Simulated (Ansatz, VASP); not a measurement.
**Ge: VASP beside Ansatz**

```xyz
4
Lattice="3.1419 0.0000 0.0000 -1.5710 2.7210 0.0000 0.0000 0.0000 9.8753" Properties=species:S:1:pos:R:3 pbc="T T T"
Ge    3.1419    0.0000    9.8753
Ge    3.1419    0.0000    4.9376
Ge    0.0000    1.8140    2.4688
Ge    1.5710    0.9070    7.4065
```

Alike in both runs: task single point; functional r2SCAN; k mesh 13 × 13 × 4; occupations fermi-dirac, width 0.1 eV; no spin polarisation.

|  | VASP | Ansatz |
| --- | --- | --- |
| version | VASP 6.6.1 | Ansatz 0.2.0 |
| potentials or method | VASP PAW PBE potentials, release 64 (Ge_d), cutoff 520 eV | plane waves (500 eV) with PAW, scalar-relativistic |
| valence electrons in the cell | 56 | 56 |

```csv
,VASP,Ansatz,Ansatz less VASP
pressure (GPa),-5.8,-5.8,+0.06
"traceless stress, the component that is largest in VASP (GPa)",1.40,1.36,-0.039
```

VASP's potentials were made for PBE, not for r2SCAN.
